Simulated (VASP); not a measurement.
Wanted: the native input for a VASP 6.6.1 run.

| Quantity | Value |
| --- | --- |
| Task | single point |
| Functional | PBEsol |
| Potentials or basis | VASP PAW PBE potentials, release 64 (Ge_d, Sb, Te) |
| Cutoff | 520 eV |
| k mesh | 12 × 12 × 2 |
| Occupations | gaussian, width 0.1 eV |
| Spin | no spin polarisation |
| Dipole correction | no |
| Further INCAR settings | ALGO = Normal; EDIFF = 1e-06; NBANDS = 44 |

The structure of Ge2Sb2Te5 lies in POSCAR:

```
Ge2Sb2Te5
1.0
    4.1689784872      0.0000000000      0.0000000000
   -2.0844892436      3.6104412778      0.0000000000
    0.0000000000      0.0000000000     16.8546664483
Ge Sb Te
2 2 5
Direct
    0.0000000000      0.0000000000      0.3393357100
    0.0000000000      0.0000000000      0.6606642900
    0.3333333333      0.6666666667      0.1178698473
    0.6666666667      0.3333333333      0.8821301527
    0.0000000000      0.0000000000      0.0000000000
    0.3333333333      0.6666666667      0.7779356319
    0.6666666667      0.3333333333      0.2220643681
    0.3333333333      0.6666666667      0.4233383181
    0.6666666667      0.3333333333      0.5766616819
```

One way to write it, as run:

INCAR

```
PREC = Accurate
ENCUT = 520
EDIFF = 1E-6
ISMEAR = 0
SIGMA = 0.1
LREAL = F
LASPH = T
NELM = 100
ALGO = Normal
ISIF = 2
LWAVE = F
LCHARG = F
GGA = PS
NBANDS = 44
```

KPOINTS

```
Automatic mesh
0
Gamma
  12 12 2
```

Potentials or basis: VASP PAW PBE potentials, release 64 (Ge_d, Sb, Te).

The run is started by

```console
$ cat potpaw_PBE.64/Ge_d/POTCAR potpaw_PBE.64/Sb/POTCAR potpaw_PBE.64/Te/POTCAR > POTCAR
$ mpirun -np 1 vasp_std > vasp.out
```

Results of the run:

```yaml
Pressure: 1.4 GPa
Largest_force: 0.027 eV/Å
Band_gap_on_the_k_mesh: zero (bands 34 and 35 overlap by 0.07 eV)
```

Caveat: the PAW data sets were made with another functional, which shifts forces and pressure a little; spin-orbit coupling is left out, which moves the levels of the heavy elements.

It took 9 min on 1 thread of Intel(R) Xeon(R) Platinum 8488C (Sapphire Rapids) (shared host), peak memory 0.59 GiB.
